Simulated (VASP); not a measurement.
# CdSe (zincblende type) (F-43m) in VASP: notebook

The runs below take CdSe (zincblende type) through single point, with LDA.

Everything below comes from runs of VASP 6.6.1. Logs are shortened: lines on timing, memory, paths and dates and some standing lists are left out, and cuts for length are marked.

### Step 1. The cell of the first run

The structure is cubic, space group F-43m (No. 216). The conventional cell has a = 4.605 Å, b = 4.605 Å, c = 4.605 Å, α = 90.00°, β = 90.00°, γ = 90.00°. Cd (site symmetry -43m) has 4 Se at 1.99 Å within 2.6 Å. Within 2.6 Å of Se (site symmetry -43m) lie 4 Cd at 1.99 Å.

### Step 2. Single point, LDA

Contents of INCAR:

```
SYSTEM = CdSe
PREC = Accurate
ENCUT = 520
EDIFF = 1E-7
ISMEAR = -1
SIGMA = 0.05
LREAL = .FALSE.
LASPH = .TRUE.
NELM = 60
ALGO = Normal
ISIF = 2
LWAVE = .FALSE.
LCHARG = .FALSE.
GGA = CA
NBANDS = 16
```

Contents of KPOINTS:

```
Automatic mesh
0
G
  12 12 12
  0 0 0
```

Contents of POSCAR:

```
CdSe
1.0
    0.0000000000      2.3022857817      2.3022857817
    2.3022857817      0.0000000000      2.3022857817
    2.3022857817      2.3022857817      0.0000000000
Cd Se
1 1
Direct
    0.0000000000      0.0000000000      0.0000000000
    0.2500000000      0.2500000000      0.2500000000
```

Potentials or basis: VASP PAW LDA potentials, release 64 (Cd, Se).

Started as:

```bash
$ cat potpaw_LDA.64/Cd/POTCAR potpaw_LDA.64/Se/POTCAR > POTCAR
$ mpirun -np 1 vasp_std > vasp.out
```

OUTCAR:

```text
SYSTEM = CdSe
   PREC = Accurate
   ENCUT = 520
   EDIFF = 1E-7
   ISMEAR = -1
   LREAL = .FALSE.
   LASPH = .TRUE.
   NELM = 60
   ISIF = 2
   GGA = CA

 ion  position               nearest neighbor table
   1  0.000  0.000  0.000-   2 1.99   2 1.99   2 1.99   2 1.99
   2  0.250  0.250  0.250-   1 1.99   1 1.99   1 1.99   1 1.99

  LATTYP: Found a face centered cubic cell.
 ALAT       =     4.6045715634

  Lattice vectors:

 A1 = (   0.0000000000,   2.3022857817,   2.3022857817)
 A2 = (   2.3022857817,   0.0000000000,   2.3022857817)
 A3 = (   2.3022857817,   2.3022857817,   0.0000000000)

Analysis of symmetry for initial positions (statically):
=====================================================================
 Subroutine PRICEL returns:
 Original cell was already a primitive cell.

 Routine SETGRP: Setting up the symmetry group for a
 face centered cubic supercell.

 Subroutine GETGRP returns: Found 24 space group operations
 (whereof 24 operations were pure point group operations)
 out of a pool of 48 trial point group operations.

The static configuration has the point symmetry T_d .

Analysis of symmetry for dynamics (positions and initial velocities):
=====================================================================
 Subroutine PRICEL returns:
 Original cell was already a primitive cell.

 Routine SETGRP: Setting up the symmetry group for a
 face centered cubic supercell.

 Subroutine GETGRP returns: Found 24 space group operations
 (whereof 24 operations were pure point group operations)
 out of a pool of 48 trial point group operations.

The dynamic configuration has the point symmetry T_d .

 Subroutine INISYM returns: Found 24 space group operations
 (whereof 24 operations are pure point group operations),
 and found     1 'primitive' translations

----------------------------------------------------------------------------------------

                                     Primitive cell

  volume of cell :      24.4066

  direct lattice vectors                    reciprocal lattice vectors
     0.000000000  2.302285782  2.302285782    -0.217175471  0.217175471  0.217175471
     2.302285782  0.000000000  2.302285782     0.217175471 -0.217175471  0.217175471
     2.302285782  2.302285782  0.000000000     0.217175471  0.217175471 -0.217175471

  length of vectors
     3.255923777  3.255923777  3.255923777     0.376158951  0.376158951  0.376158951

  position of ions in fractional coordinates (direct lattice)
     0.000000000  0.000000000  0.000000000
     0.250000000  0.250000000  0.250000000

  ion indices of the primitive-cell ions
   primitive index   ion index
                 1           1
                 2           2

----------------------------------------------------------------------------------------

 KPOINTS: Automatic mesh

Automatic generation of k-mesh.
 Grid dimensions read from file:
 generate k-points for:   12   12   12

 Generating k-lattice:

  Cartesian coordinates                     Fractional coordinates (reciprocal lattice)
    -0.018097956  0.018097956  0.018097956     0.083333333  0.000000000  0.000000000
     0.018097956 -0.018097956  0.018097956     0.000000000  0.083333333  0.000000000
     0.018097956  0.018097956 -0.018097956     0.000000000  0.000000000  0.083333333

  Length of vectors
     0.031346579  0.031346579  0.031346579

  Shift w.r.t. Gamma in fractional coordinates (k-lattice)
     0.000000000  0.000000000  0.000000000

 Subroutine IBZKPT returns following result:
 ===========================================

 Found     72 irreducible k-points:

 Following reciprocal coordinates:
            Coordinates               Weight
  0.000000  0.000000  0.000000      1.000000
  0.083333  0.000000  0.000000      8.000000
  0.166667  0.000000  0.000000      8.000000
  0.250000  0.000000  0.000000      8.000000
  0.333333  0.000000  0.000000      8.000000
  0.416667  0.000000  0.000000      8.000000
[... 16 lines left out ...]
  0.500000  0.166667  0.000000     24.000000
 -0.416667  0.166667  0.000000     24.000000
 [... further k-points ...]
   k-points           NKPTS =     72   k-points in BZ     NKDIM =     72   number of bands    NBANDS=     16
   number of dos      NEDOS =    301   number of ions     NIONS =      2
   total plane-waves  NPLWV =  13824
   dimension x,y,z NGX =    24 NGY =   24 NGZ =   24
   dimension x,y,z NGXF=    48 NGYF=   48 NGZF=   48
   ions per type =               1   1
   NGX,Y,Z   is equivalent  to a cutoff of  12.25, 12.25, 12.25 a.u.
   NGXF,Y,Z  is equivalent  to a cutoff of  24.51, 24.51, 24.51 a.u.
 SYSTEM =  CdSe
   PREC   = accura    normal or accurate (medium, high low for compatibility)
   ISTART =      0    job   : 0-new  1-cont  2-samecut
   ICHARG =      2    charge: 1-file 2-atom 10-const
   ISPIN  =      1    spin polarized calculation?
   LNONCOLLINEAR =      F non collinear calculations
   LSORBIT =      F    spin-orbit coupling
   LASPH  =      T    aspherical Exc in radial PAW
   ENCUT  =  520.0 eV  38.22 Ry    6.18 a.u.   6.05  6.05  6.05*2*pi/ulx,y,z
   NELM   =     60;   NELMIN=  2; NELMDL= -5     # of ELM steps
   EDIFF  = 0.1E-06   stopping-criterion for ELM
   LREAL  =      F    real-space projection
   EDIFFG = 0.1E-05   stopping-criterion for IOM
   NSW    =      0    number of steps for IOM
   IBRION =     -1    ionic relax: 0-MD 1-quasi-New 2-CG
   NFREE  =      0    steps in history (QN), initial steepest desc. (CG)
   ISIF   =      2    stress and relaxation
   ISYM   =      2    0-nonsym 1-usesym 2-fastsym
   POTIM  = 0.5000    time-step for ionic-motion
   TEBEG  =    0.0;   TEEND  =   0.0 temperature during run
   PSTRESS=    0.0 pullay stress
   NELECT =      18.0000    total number of electrons
   NUPDOWN=      -1.0000    fix difference up-down
   EMIN   =  10.00;   EMAX   =-10.00  energy-range for DOS
   EFERMI =   0.00;   METHOD = LEGACY
   ISMEAR =    -1;   SIGMA  =   0.05  broadening in eV -4-tet -1-fermi 0-gaus
   EFERMI_NEDOS =   21; number of points for ismear=-14 and -15
   IALGO  =     38    algorithm
   IMIX   =      4    mixing-type and parameters
     AMIX     =   0.40;   BMIX     =  1.00
     AMIX_MAG =   1.60;   BMIX_MAG =  1.00
  volume/ion in A,a.u.               =      12.20        82.35
  Fermi-wavevector in a.u.,A,eV,Ry     =   1.479096  2.795087 29.765815  2.187726
  Thomas-Fermi vector in A             =   2.593296
   LORBIT       =      0    0 simple, 1 ext, 2 COOP (PROOUT), +10 PAW based schemes
   GGA     = CA    functional components
   LHFCALC =     F    Hartree Fock is set to
   AEXX    =    0.0000 exact exchange contribution
   IVDW    =     0    specifies the selected vdW correction
   LEPSILON=     F    determine dielectric tensor
   LRPA    =     F    only Hartree local field effects (RPA)
 non-spin polarized calculation
  energy-cutoff  :      520.00
  volume of cell :       24.41
 maximum number of plane-waves:       684
   NGX = 13   NGY = 13   NGZ = 13

 number of electron      18.0000005 magnetization

 Free energy of the ion-electron system (eV)
  ---------------------------------------------------
  ext. energy  EPLUGINS =         0.00000000
  ---------------------------------------------------
  free energy    TOTEN  =         6.89721378 eV

  energy without entropy =        6.89723184  energy(sigma->0) =        6.89722281

 E-fermi :  13.1484     XC(G=0): -13.5409

 val. band max:       12.9032581782   @ k =   0.0000   0.0000   0.0000
 cond. band min:      13.4496933271   @ k =   0.4167   0.4167   0.0000
 fundamental gap:      0.5464351489
 Fermi energy:        13.1483975701

 k-point     1 :       0.0000    0.0000    0.0000
  band No.  band energies     occupation
      1      -9.1886      2.00000
      2      -3.1262      2.00000
      3      -3.1262      2.00000
      4      -3.1262      2.00000
      5      -1.1083      2.00000
      6      -1.1083      2.00000
[... 8 lines left out ...]
     15      24.7694      0.00000
     16      24.7694      0.00000

 k-point     2 :       0.0833    0.0000    0.0000
  band No.  band energies     occupation
      1      -9.0822      2.00000
      2      -3.1235      2.00000
      3      -3.0831      2.00000
      4      -3.0831      2.00000
      5      -1.1198      2.00000
      6      -1.1198      2.00000
[... 8 lines left out ...]
     15      23.6558      0.00000
     16      23.6558      0.00000

 k-point     3 :       0.1667    0.0000    0.0000
  band No.  band energies     occupation
      1      -8.7877      2.00000
      2      -3.0746      2.00000
      3      -2.9713      2.00000
      4      -2.9713      2.00000
      5      -1.1381      2.00000
      6      -1.1381      2.00000
[... 8 lines left out ...]
     15      22.8458      0.00000
     16      23.6595      0.00000

 k-point     4 :       0.2500    0.0000    0.0000
  band No.  band energies     occupation
      1      -8.3827      2.00000
      2      -2.8667      2.00000
      3      -2.8395      2.00000
      4      -2.8395      2.00000
      5      -1.1243      2.00000
      6      -1.1243      2.00000
[... 8 lines left out ...]
     15      23.0277      0.00000
     16      24.0277      0.00000

 k-point     5 :       0.3333    0.0000    0.0000
  band No.  band energies     occupation
      1      -7.9896      2.00000
      2      -2.7418      2.00000
      3      -2.7418      2.00000
      4      -2.3498      2.00000
      5      -1.0529      2.00000
      6      -1.0529      2.00000
[... 8 lines left out ...]
     15      24.1927      0.00000
     16      24.8358      0.00000

 k-point     6 :       0.4167    0.0000    0.0000
  band No.  band energies     occupation
      1      -7.7235      2.00000
      2      -2.6962      2.00000
      3      -2.6962      2.00000
      4      -1.4349      2.00000
      5      -0.9570      2.00000
      6      -0.9570      2.00000
[... 8 lines left out ...]
     15      25.8183      0.00000
     16      26.0875      0.00000
[... 267 lines left out ...]
 k-point    21 :       0.3333    0.1667    0.0000
  band No.  band energies     occupation
      1      -7.9826      2.00000
      2      -3.0354      2.00000
      3      -2.5199      2.00000
      4      -2.4701      2.00000
      5      -1.2126      2.00000
      6      -0.9123      2.00000
[... 8 lines left out ...]
     15      25.6457      0.00000
     16      26.7528      0.00000

 k-point    22 :       0.4167    0.1667    0.0000
  band No.  band energies     occupation
      1      -7.6754      2.00000
      2      -2.8261      2.00000
      3      -2.4387      2.00000
      4      -2.1615      2.00000
      5      -0.8709      2.00000
      6      -0.8214      2.00000
[... 8 lines left out ...]
     15      26.8810      0.00000
     16      27.7885      0.00000

 k-point    23 :       0.5000    0.1667    0.0000
  band No.  band energies     occupation
      1      -7.5016      2.00000
      2      -2.7453      2.00000
      3      -2.4176      2.00000
      4      -1.7135      2.00000
      5      -0.8931      2.00000
      6      -0.0145      2.00000
[... 8 lines left out ...]
     15      27.1987      0.00000
     16      28.1094      0.00000

 k-point    24 :      -0.4167    0.1667    0.0000
  band No.  band energies     occupation
      1      -7.4812      2.00000
      2      -2.7179      2.00000
      3      -2.4372      2.00000
      4      -1.5177      2.00000
      5      -1.0077      2.00000
      6       0.2641      2.00000
[... 8 lines left out ...]
     15      25.5467      0.00000
     16      27.0594      0.00000

 [... further k-points ...]
[... 5 lines left out ...]
  --------------------------------------------------------------------------------------
  -------------------------------------------------------------------------------------
  Total       47.0400025     47.0400025     47.0400025      0.0000000     -0.0000000      0.0000000
  in kB     3087.9497794   3087.9497794   3087.9497794      0.0000000     -0.0000000      0.0000000
  external PRESSURE =    3087.9497794 kB  Pullay stress =       0.0000000 kB

 VOLUME and BASIS-vectors are now :
 -----------------------------------------------------------------------------
  energy-cutoff  :      520.00
  volume of cell :       24.41
      direct lattice vectors                 reciprocal lattice vectors
     0.000000000  2.302285782  2.302285782    -0.217175471  0.217175471  0.217175471
     2.302285782  0.000000000  2.302285782     0.217175471 -0.217175471  0.217175471
     2.302285782  2.302285782  0.000000000     0.217175471  0.217175471 -0.217175471

 POSITION                                       TOTAL-FORCE (eV/Angst)
 -----------------------------------------------------------------------------------
      0.00000      0.00000      0.00000         0.000000      0.000000      0.000000
      1.15114      1.15114      1.15114        -0.000000     -0.000000     -0.000000
 -----------------------------------------------------------------------------------
    total drift:                               -0.000000     -0.000000     -0.000000

  FREE ENERGIE OF THE ION-ELECTRON SYSTEM (eV)
  ---------------------------------------------------
  free  energy   TOTEN  =         6.8972137850 eV

  energy  without entropy=        6.8972318412  energy(sigma->0) =        6.89722281
```

It took 7.7 s on 1 thread of Intel Xeon 6975P-C (Granite Rapids), shared host; peak memory 0.14 GiB.

Results:

| Item | Value |
| --- | --- |
| Free energy | 6.8972 eV |
| Pressure | 308.8 GPa |
| Band gap on the k mesh | 0.55 eV, indirect (least direct gap 1.07 eV) |

Levels at points of the mesh, in eV from the valence-band top:
| k point | band 6 | band 7 | band 8 | band 9 | band 10 | band 11 | band 12 | band 13 |
| --- | --- | --- | --- | --- | --- | --- | --- | --- |
| (0.00, 0.00, 0.00) | -14.01 | 0.00 | 0.00 | 0.00 | 1.07 | 4.21 | 4.21 | 4.21 |
| (0.50, 0.00, 0.00) | -13.47 | -11.94 | -3.09 | -3.09 | 1.63 | 5.04 | 5.04 | 7.30 |
| (0.50, 0.50, 0.00) | -12.55 | -9.77 | -7.17 | -7.17 | 0.55 | 1.75 | 12.05 | 14.90 |

 A k mesh can miss the band edges.

### Step 3. Single point, LDA

Contents of INCAR:

```
ALGO     = Normal         # electronic algorithm
EDIFF    = 1E-6           # SCF threshold, eV
ENCUT    = 520            # plane-wave cutoff, eV
GGA      = CA             # functional
ISIF     = 2              # what is computed and relaxed
ISMEAR   = -1             # smearing method
LASPH    = True           # aspherical terms in the spheres
LCHARG   = False          # write CHGCAR
LREAL    = False          # projectors in reciprocal space
LWAVE    = False          # write WAVECAR
NBANDS   = 16             # bands
NELM     = 80             # most SCF steps
PREC     = Accurate       # precision mode
SIGMA    = 0.05           # smearing width, eV
```

Contents of KPOINTS:

```
k-points
0
Gamma
  12 12 12
```

POSCAR is that of step 2.

Potentials or basis: VASP PAW LDA potentials, release 64 (Cd, Se).

Started as:

```bash
$ cat potpaw_LDA.64/Cd/POTCAR potpaw_LDA.64/Se/POTCAR > POTCAR
$ mpirun -np 1 vasp_std > vasp.out
```

Run time: 7 s. Hardware: 1 thread of Intel Xeon 6975P-C (Granite Rapids), shared host; peak memory 0.14 GiB.

It converged, with:

```yaml
Free_energy: 6.8972 eV
Pressure: 308.8 GPa
Band_gap_on_the_k_mesh: 0.55 eV, indirect (least direct gap 1.07 eV)
```

Levels at points of the mesh, in eV from the valence-band top:
```
           k point  band 5  band 6  band 7  band 8  band 9  band 10  band 11  band 12  band 13  band 14
(0.00, 0.00, 0.00)  -14.01  -14.01    0.00    0.00    0.00     1.07     4.21     4.21     4.21    10.84
(0.50, 0.00, 0.00)  -13.82  -13.47  -11.94   -3.09   -3.09     1.63     5.04     5.04     7.30    13.98
(0.50, 0.50, 0.00)  -13.60  -12.56   -9.77   -7.17   -7.17     0.55     1.75    12.05    14.90    14.90
```

 A k mesh can miss the band edges.

### Step 4. Single point, LDA

Contents of INCAR:

```
ALGO = Normal
EDIFF = 1E-6
ENCUT = 520
ISIF = 2
ISMEAR = -1
LASPH = T
LCHARG = T
LELF = T
LREAL = F
LVHAR = T
LWAVE = F
NBANDS = 16
NELM = 60
PREC = Accurate
SIGMA = 0.05
```

KPOINTS is that of step 3.

POSCAR is that of step 3.

Started as:

```bash
$ cat potpaw_LDA.64/Cd/POTCAR potpaw_LDA.64/Se/POTCAR > POTCAR
$ mpirun -np 1 vasp_std > vasp.out
```

Wall time 7.4 s (1 thread of Intel Xeon 6975P-C (Granite Rapids), shared host); peak memory 0.14 GiB.

It converged, with:

```
Free energy            : 6.8972 eV
Pressure               : 308.8 GPa
Band gap on the k mesh : 0.55 eV, indirect (least direct gap 1.07 eV)
```

Levels at points of the mesh, in eV from the valence-band top:
| k point | band 6 | band 7 | band 8 | band 9 | band 10 | band 11 | band 12 | band 13 |
| --- | --- | --- | --- | --- | --- | --- | --- | --- |
| (0.00, 0.00, 0.00) | -14.01 | 0.00 | 0.00 | 0.00 | 1.07 | 4.21 | 4.21 | 4.21 |
| (0.50, 0.00, 0.00) | -13.47 | -11.94 | -3.09 | -3.09 | 1.63 | 5.04 | 5.04 | 7.30 |
| (0.50, 0.50, 0.00) | -12.56 | -9.77 | -7.17 | -7.17 | 0.55 | 1.75 | 12.05 | 14.90 |

A k mesh can miss the band edges. A hybrid or GW would open this gap; LDA tends to underestimate it.

(Part 1 of 2 ends here.)
